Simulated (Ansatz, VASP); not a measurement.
Mg3ZnTe4 in VASP and in Ansatz

Contents of INCAR:

```
ALGO = Normal
EDIFF = 1E-6
ENCUT = 520
GGA = PE
ISIF = 2
ISMEAR = 0
LASPH = True
LCHARG = False
LREAL = False
LWAVE = False
NBANDS = 31
NELM = 60
PREC = Accurate
SIGMA = 0.1
```

KPOINTS

```
k-points
0
Gamma
  6 6 2
```

Contents of POSCAR:

```
Mg3ZnTe4
1.0
    4.5375218000      0.0000000000      0.0000000000
   -2.2687609000      3.9296091000      0.0000000000
    0.0000000000      0.0000000000     14.9108318000
Mg Zn Te
3 1 4
Direct
    0.6666667000      0.3333333000      0.0049170000
    0.6666667000      0.3333333000      0.4954430000
    0.0000000000      0.0000000000      0.7502890000
    0.0000000000      0.0000000000      0.2503810000
    0.6666667000      0.3333333000      0.1947550000
    0.6666667000      0.3333333000      0.6844970000
    0.0000000000      0.0000000000      0.4304960000
    0.0000000000      0.0000000000      0.9392220000
```

Input for Ansatz:

```yaml
crystal:
  lattice:
    - [4.5375218, 0.0, 0.0]
    - [-2.2687609, 3.9296091, 0.0]
    - [0.0, 0.0, 14.9108318]
  atoms:
    - { symbol: Mg, position: [0.6666667, 0.3333333, 0.004917] }
    - { symbol: Mg, position: [0.6666667, 0.3333333, 0.495443] }
    - { symbol: Mg, position: [0.0, 0.0, 0.750289] }
    - { symbol: Zn, position: [0.0, 0.0, 0.250381] }
    - { symbol: Te, position: [0.6666667, 0.3333333, 0.194755] }
    - { symbol: Te, position: [0.6666667, 0.3333333, 0.684497] }
    - { symbol: Te, position: [0.0, 0.0, 0.430496] }
    - { symbol: Te, position: [0.0, 0.0, 0.939222] }
basis:
  ecutwfc: 420
kpoints:
  mp_grid: { grid: [6, 6, 2] }
hamiltonian:
  xc: pbe
scf:
  occupations: { method: gaussian, width: 0.1 }
  lower_state_search: "off"
output:
  forces: true
  stress: true
  eigenvalues: true
```

Alike in both runs: task single point; functional PBE; k mesh 6 × 6 × 2; occupations gaussian, width 0.1 eV; no spin polarisation.

```csv
,VASP,Ansatz
version,VASP 6.6.1,Ansatz 0.2.0
potentials or method,"VASP PAW PBE potentials, release 64 (Mg, Zn, Te), cutoff 520 eV","scalar-relativistic, plane waves, PAW"
valence electrons in the cell,42,106
```

|  | VASP | Ansatz | Ansatz less VASP |
| --- | --- | --- | --- |
| gap on the k mesh at the Fermi level (eV) | 1.47 | 1.48 | +0.006 |
| least direct gap on the mesh (eV) | 1.47 | 1.48 | +0.006 |
| pressure (GPa) | 0.0 | 0.0 | -0.01 |
| rms of the force components (eV/Å) | 0.003 | 0.000 | -0.0026 |

Atom by atom the forces differ by 0.003 eV/Å (rms over components). VASP's potentials hold 42 valence electrons a cell and Ansatz's 106, so a difference there can come from the potentials and not from the codes.

Neither program's run includes spin-orbit coupling.
